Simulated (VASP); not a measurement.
# Ca: single point with LDA

Ca, a slab with vacuum:

```
Ca
1.0
     3.77507    0.00000    0.00000
     0.00000    5.33876    0.00000
     0.00000    0.00000   26.32522
Ca
7
Direct
  0.50000 0.50000 0.28812
  0.00000 0.00000 0.35844
  0.50000 0.50000 0.42803
  0.00000 0.00000 0.50000
  0.50000 0.50000 0.57197
  0.00000 0.00000 0.64156
  0.50000 0.50000 0.71188
```

```json
{
  "Program": "VASP 6.6.1",
  "Task": "single point",
  "Functional": "LDA",
  "Potentials or basis": "VASP PAW LDA potentials, release 64 (Ca_sv)",
  "Cutoff": "520 eV",
  "k mesh": "9 × 7 × 1",
  "Occupations": "gaussian, width 0.1 eV",
  "Spin": "no spin polarisation",
  "Dipole correction": "yes",
  "Further INCAR settings": "ALGO = Fast; EDIFF = 1e-06; NBANDS = 44"
}
```

| Quantity | Value |
| --- | --- |
| Largest force | 0.008 eV/Å |
| Band gap on the k mesh | zero (bands 35 and 36 overlap by 0.14 eV) |

Forces in eV/Å, atoms in the order of the input:
```
Ca   0.000  0.000 -0.008
Ca   0.000  0.000 -0.002
Ca   0.000  0.000  0.002
Ca   0.000  0.000  0.000
Ca   0.000  0.000 -0.002
Ca   0.000  0.000  0.002
Ca   0.000  0.000  0.008
```

Levels at points of the mesh, in eV from the Fermi level:
| k point | band 32 | band 33 | band 34 | band 35 | band 36 | band 37 | band 38 | band 39 |
| --- | --- | --- | --- | --- | --- | --- | --- | --- |
| (0.00, 0.00, 0.00) | -1.73 | -0.77 | -0.48 | -0.12 | 0.02 | 0.33 | 0.54 | 0.84 |

Run time: 28 min on 1 thread of Intel Xeon 8259CL, with other jobs on the host, peak memory 0.54 GiB.
